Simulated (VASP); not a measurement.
# Au (Fm-3m) in VASP: notebook, part 2 of 2

VASP 6.6.1.

## 4. Single point, PBE

This run uses another cell than the first one: it holds 2 atoms, not 1.

Contents of INCAR:

```
ALGO     = Fast           # electronic algorithm
EDIFF    = 1E-6           # SCF threshold, eV
ENCUT    = 520            # plane-wave cutoff, eV
GGA      = PE             # functional
ISIF     = 2              # what is computed and relaxed
ISMEAR   = 0              # smearing method
LASPH    = True           # aspherical terms in the spheres
LCHARG   = False          # write CHGCAR
LREAL    = False          # projectors in reciprocal space
LWAVE    = False          # write WAVECAR
NBANDS   = 18             # bands
NELM     = 80             # most SCF steps
PREC     = Accurate       # precision mode
SIGMA    = 0.15           # smearing width, eV
```

Contents of KPOINTS:

```
k-points
0
Gamma
  16 16 12
```

Contents of POSCAR:

```
Au
1.0
    0.0000000000     -2.0455000000     -2.0455000000
    0.0000000000      2.0455000000     -2.0455000000
    4.0910000000      0.0000000000      0.0000000000
Au
2
Direct
    0.5000000000      0.5000000000      0.5000000000
    0.0000000000      0.0000000000      0.0000000000
```

Potentials or basis: VASP PAW PBE potentials, release 64 (Au).

Launch:

```sh
> cat potpaw_PBE.64/Au/POTCAR > POTCAR
> mpirun -np 1 vasp_std > vasp.out
```

OUTCAR:

```text
EDIFF = 1E-6
   ENCUT = 520
   GGA = PE
   ISIF = 2
   ISMEAR = 0
   LASPH = True
   LREAL = False
   NELM = 80
   PREC = Accurate

 ion  position               nearest neighbor table
   1  0.500  0.500  0.500-   2 2.89   2 2.89   2 2.89   2 2.89   2 2.89   2 2.89   2 2.89   2 2.89

   2  0.000  0.000  0.000-   1 2.89   1 2.89   1 2.89   1 2.89   1 2.89   1 2.89   1 2.89   1 2.89

  LATTYP: Found a simple tetragonal cell.
 ALAT       =     2.8927738418
 C/A-ratio  =     1.4142135624

  Lattice vectors:

 A1 = (   0.0000000000,  -2.0455000000,  -2.0455000000)
 A2 = (   0.0000000000,   2.0455000000,  -2.0455000000)
 A3 = (   4.0910000000,   0.0000000000,   0.0000000000)

Analysis of symmetry for initial positions (statically):
=====================================================================
 Subroutine PRICEL returns following result:

  LATTYP: Found a face centered cubic cell.
 ALAT       =     4.0910000000

  Lattice vectors:

 A1 = (  -2.0455000000,   0.0000000000,   2.0455000000)
 A2 = (  -2.0455000000,  -2.0455000000,   0.0000000000)
 A3 = (   0.0000000000,  -2.0455000000,   2.0455000000)

   2 primitive cells build up your supercell.

 Routine SETGRP: Setting up the symmetry group for a
 simple tetragonal supercell.

 Subroutine GETGRP returns: Found 16 space group operations
 (whereof 16 operations were pure point group operations)
 out of a pool of 16 trial point group operations.

The static configuration has the point symmetry D_4h.

Analysis of symmetry for dynamics (positions and initial velocities):
=====================================================================
 Subroutine PRICEL returns following result:

  LATTYP: Found a face centered cubic cell.
 ALAT       =     4.0910000000

  Lattice vectors:

 A1 = (  -2.0455000000,   0.0000000000,   2.0455000000)
 A2 = (  -2.0455000000,  -2.0455000000,   0.0000000000)
 A3 = (   0.0000000000,  -2.0455000000,   2.0455000000)

   2 primitive cells build up your supercell.

 Routine SETGRP: Setting up the symmetry group for a
 simple tetragonal supercell.

 Subroutine GETGRP returns: Found 16 space group operations
 (whereof 16 operations were pure point group operations)
 out of a pool of 16 trial point group operations.

The dynamic configuration has the point symmetry D_4h.

 Subroutine INISYM returns: Found 16 space group operations
 (whereof 16 operations are pure point group operations),
 and found     2 'primitive' translations

----------------------------------------------------------------------------------------

                                     Primitive cell

  volume of cell :      17.1170

  direct lattice vectors                    reciprocal lattice vectors
    -2.045500000  0.000000000  2.045500000    -0.244439012  0.244439012  0.244439012
    -2.045500000 -2.045500000  0.000000000    -0.244439012 -0.244439012 -0.244439012
     0.000000000 -2.045500000  2.045500000     0.244439012 -0.244439012  0.244439012

  length of vectors
     2.892773842  2.892773842  2.892773842     0.423380789  0.423380789  0.423380789

[... 26 lines left out ...]
     0.000000000  0.000000000  0.000000000

 Subroutine IBZKPT returns following result:
 ===========================================

 Found    315 irreducible k-points:

 Following reciprocal coordinates:
            Coordinates               Weight
  0.000000  0.000000  0.000000      1.000000
  0.062500  0.000000  0.000000      4.000000
  0.125000  0.000000  0.000000      4.000000
  0.187500  0.000000  0.000000      4.000000
  0.250000  0.000000  0.000000      4.000000
  0.312500  0.000000  0.000000      4.000000
[... 16 lines left out ...]
  0.437500  0.125000  0.000000      8.000000
  0.500000  0.125000  0.000000      4.000000
 [... further k-points ...]
   k-points           NKPTS =    315   k-points in BZ     NKDIM =    315   number of bands    NBANDS=     18
   number of dos      NEDOS =    301   number of ions     NIONS =      2
   total plane-waves  NPLWV =  17280
   dimension x,y,z NGX =    24 NGY =   24 NGZ =   30
   dimension x,y,z NGXF=    48 NGYF=   48 NGZF=   60
   ions per type =               2
   NGX,Y,Z   is equivalent  to a cutoff of  13.79, 13.79, 12.19 a.u.
   NGXF,Y,Z  is equivalent  to a cutoff of  27.59, 27.59, 24.38 a.u.
 SYSTEM =  unknown system
   PREC   = accura    normal or accurate (medium, high low for compatibility)
   ISTART =      0    job   : 0-new  1-cont  2-samecut
   ICHARG =      2    charge: 1-file 2-atom 10-const
   ISPIN  =      1    spin polarized calculation?
   LNONCOLLINEAR =      F non collinear calculations
   LSORBIT =      F    spin-orbit coupling
   LASPH  =      T    aspherical Exc in radial PAW
   ENCUT  =  520.0 eV  38.22 Ry    6.18 a.u.   5.38  5.38  7.61*2*pi/ulx,y,z
   NELM   =     80;   NELMIN=  2; NELMDL= -5     # of ELM steps
   EDIFF  = 0.1E-05   stopping-criterion for ELM
   LREAL  =      F    real-space projection
   EDIFFG = 0.1E-04   stopping-criterion for IOM
   NSW    =      0    number of steps for IOM
   IBRION =     -1    ionic relax: 0-MD 1-quasi-New 2-CG
   NFREE  =      0    steps in history (QN), initial steepest desc. (CG)
   ISIF   =      2    stress and relaxation
   ISYM   =      2    0-nonsym 1-usesym 2-fastsym
   POTIM  = 0.5000    time-step for ionic-motion
   TEBEG  =    0.0;   TEEND  =   0.0 temperature during run
   PSTRESS=    0.0 pullay stress
   NELECT =      22.0000    total number of electrons
   NUPDOWN=      -1.0000    fix difference up-down
   EMIN   =  10.00;   EMAX   =-10.00  energy-range for DOS
   EFERMI =   0.00;   METHOD = LEGACY
   ISMEAR =     0;   SIGMA  =   0.15  broadening in eV -4-tet -1-fermi 0-gaus
   EFERMI_NEDOS =   21; number of points for ismear=-14 and -15
   IALGO  =     68    algorithm
   IMIX   =      4    mixing-type and parameters
     AMIX     =   0.40;   BMIX     =  1.00
     AMIX_MAG =   1.60;   BMIX_MAG =  1.00
  volume/ion in A,a.u.               =      17.12       115.51
  Fermi-wavevector in a.u.,A,eV,Ry     =   1.412742  2.669696 27.155058  1.995840
  Thomas-Fermi vector in A             =   2.534459
   LORBIT       =      0    0 simple, 1 ext, 2 COOP (PROOUT), +10 PAW based schemes
   GGA     = PE    functional components
   LHFCALC =     F    Hartree Fock is set to
   AEXX    =    0.0000 exact exchange contribution
   IVDW    =     0    specifies the selected vdW correction
   LEPSILON=     F    determine dielectric tensor
   LRPA    =     F    only Hartree local field effects (RPA)
 non-spin polarized calculation
 RMM-DIIS sequential band-by-band and
 Gauss-broadening in eV      SIGMA  =   0.15
  energy-cutoff  :      520.00
  volume of cell :       34.23
 maximum number of plane-waves:       937
 NGX is ok and might be reduce to    24

 number of electron      21.9999997 magnetization

 Free energy of the ion-electron system (eV)
  ---------------------------------------------------
  ext. energy  EPLUGINS =         0.00000000
  ---------------------------------------------------
  free energy    TOTEN  =        -6.40738890 eV

  energy without entropy =       -6.40218772  energy(sigma->0) =       -6.40478831

 E-fermi :   9.4198     XC(G=0): -12.6908

 val. band max:        9.4059990628   @ k =   0.5000   0.1875   0.0833
 cond. band min:       9.4261168724   @ k =   0.5000   0.1250   0.2500
 fundamental gap:      0.0201178096
 Fermi energy:         9.4197861653

 k-point     1 :       0.0000    0.0000    0.0000
  band No.  band energies     occupation
      1      -0.4083      2.00000
      2       2.3759      2.00000
      3       2.6892      2.00000
      4       4.7308      2.00000
      5       4.7308      2.00000
      6       4.7325      2.00000
[... 481 lines left out ...]
      5       4.2613      2.00000
      6       4.2613      2.00000
[... 10 lines left out ...]
     17      23.7525      0.00000
     18      23.7525      0.00000

 [... further k-points ...]

------------------------ aborting loop because EDIFF is reached ----------------------------------------

  FORCE on cell =-STRESS in cart. coord.  units (eV):
  Direction    XX          YY          ZZ          XY          YZ          ZX
  --------------------------------------------------------------------------------------
  -------------------------------------------------------------------------------------
  Total        1.5615263      1.6600496      1.6600496      0.0000000      0.0000000      0.0000000
  in kB       73.0804876     77.6914439     77.6914439      0.0000000      0.0000000      0.0000000
  external PRESSURE =      76.1544584 kB  Pullay stress =       0.0000000 kB

 VOLUME and BASIS-vectors are now :
 -----------------------------------------------------------------------------
  energy-cutoff  :      520.00
  volume of cell :       34.23
      direct lattice vectors                 reciprocal lattice vectors
     0.000000000 -2.045500000 -2.045500000     0.000000000 -0.244439012 -0.244439012
     0.000000000  2.045500000 -2.045500000     0.000000000  0.244439012 -0.244439012
     4.091000000  0.000000000  0.000000000     0.244439012  0.000000000  0.000000000

 POSITION                                       TOTAL-FORCE (eV/Angst)
 -----------------------------------------------------------------------------------
      2.04550      0.00000     -2.04550        -0.000000     -0.000000      0.000000
      0.00000      0.00000      0.00000         0.000000      0.000000     -0.000000
 -----------------------------------------------------------------------------------
    total drift:                               -0.000000      0.000000     -0.000000

  FREE ENERGIE OF THE ION-ELECTRON SYSTEM (eV)
  ---------------------------------------------------
  free  energy   TOTEN  =        -6.4073888977 eV

  energy  without entropy=       -6.4021877221  energy(sigma->0) =       -6.40478831
```

It took 3.3 min on 1 thread of AMD EPYC 7R13, shared host; peak memory 0.24 GiB.

Results:

```yaml
Free_energy: -6.4074 eV
Pressure: 7.6 GPa
Band_gap_on_the_k_mesh: zero (band 11 reaches 14.16 eV, above the bottom of band 12 at 6.78 eV)
```

Levels at points of the mesh, in eV from the Fermi level:
```tsv
k point	band 7	band 8	band 9	band 10	band 11	band 12	band 13	band 14	band 15	band 16
(0.00, 0.00, 0.00)	-3.19	-3.19	-2.04	-1.68	-1.68	1.01	5.72	9.98	9.98	14.51
(0.50, 0.00, 0.00)	-3.78	-3.78	-3.20	-3.20	-0.31	-0.31	8.49	8.49	10.20	10.20
(0.50, 0.50, 0.00)	-1.68	-1.68	-1.67	-1.67	1.02	1.02	5.72	5.72	9.98	9.98
(0.00, 0.00, 0.50)	-3.47	-3.47	-3.47	-3.47	-2.64	-2.64	14.74	14.74	14.74	14.74
(0.50, 0.00, 0.50)	-1.99	-1.99	-1.99	-1.99	-0.96	-0.96	3.03	3.03	13.96	13.96
(0.50, 0.50, 0.50)	-3.34	-3.34	-1.67	-1.67	4.68	4.68	6.27	6.27	6.27	6.27
```

Caveat: spin-orbit coupling is left out, which moves the levels of the heavy elements.

## 5. Summary

```csv
cell,k mesh,gap on the mesh (eV),pressure (GPa)
"a = 2.893 Å, angles 60.0°, 1 atom",20 × 20 × 20,none,7.6
"a = 2.893 Å, angles 60.0°, 1 atom",22 × 22 × 22,none,7.6
"a = 2.893, b = 2.893, c = 4.091 Å, 2 atoms",16 × 16 × 12,none,7.6
```

Alike in all rows: task single point; level PBE; potentials or basis VASP PAW PBE potentials, release 64 (Au); no spin polarisation; cutoff (eV) 520; smearing gaussian 0.15 eV.

Caveats: spin-orbit coupling is left out, which moves the levels of the heavy elements.

Total energies depend on the potentials used, so only differences within one code and one set of settings carry meaning.
